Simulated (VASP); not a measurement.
I:

```xyz
4
Lattice="3.6350 -2.3950 0.0000 3.6350 2.3950 0.0000 0.0000 0.0000 9.7934" Properties=species:S:1:pos:R:3 pbc="T T T"
I     3.6350   -0.7152    3.7646
I     3.6350    1.6799    1.1321
I     3.6350    0.7152    6.0288
I     3.6350   -1.6799    8.6613
```

| Property | Result |
| --- | --- |
| Program | VASP 6.6.1 |
| Task | relaxation of cell and atoms |
| Functional | BLYP |
| Dispersion | D3(BJ) |
| Potentials or basis | VASP PAW PBE potentials, release 64 (I) |
| Cutoff | 600 eV |
| k mesh | 7 × 7 × 3 |
| Occupations | fermi-dirac, width 0.05 eV |
| Spin | no spin polarisation |

At the start: pressure 0.8 GPa; volume 42.63 Å³/atom.

Where does the relaxation end?

Over 16 steps the energy falls by 56.2 meV/atom and the volume is 39.44 Å³/atom (-7.5 %); space group Cmce (No. 64, to 0.1 Å) before and after.

The path:
```tsv
step	energy change (eV)	largest force (eV/Å)	pressure (GPa)	volume (Å³)
1	0.0000	1.1571	0.80	170.52
2	-0.0798	0.1214	-1.95	175.76
3	-0.1113	0.2327	-1.12	173.81
4	-0.1655	0.1926	-0.72	167.74
5	-0.2019	0.1590	0.26	158.32
6	-0.2074	0.1312	-0.03	158.37
7	-0.2076	0.1399	-0.08	158.38
8	-0.2144	0.1181	0.01	157.87
9	-0.2210	0.0532	0.29	156.49
10	-0.2213	0.0558	-0.20	158.29
11	-0.2226	0.0343	0.03	157.44
12	-0.2235	0.0163	0.01	157.56
13	-0.2242	0.0113	0.00	157.72
14	-0.2243	0.0220	0.00	157.79
15	-0.2246	0.0111	-0.01	157.78
16	-0.2247	0.0082	-0.01	157.78
```

Final structure:
```
I
1.0
     3.56686   -2.28360    0.00000
     3.56686    2.28360    0.00000
     0.00000    0.00000    9.68532
I
4
Direct
  0.67341 0.32659 0.37763
  0.17341 0.82659 0.12237
  0.32659 0.67341 0.62237
  0.82659 0.17341 0.87763
```

Caveat: the PAW data sets were made with another functional, which shifts forces and pressure a little.
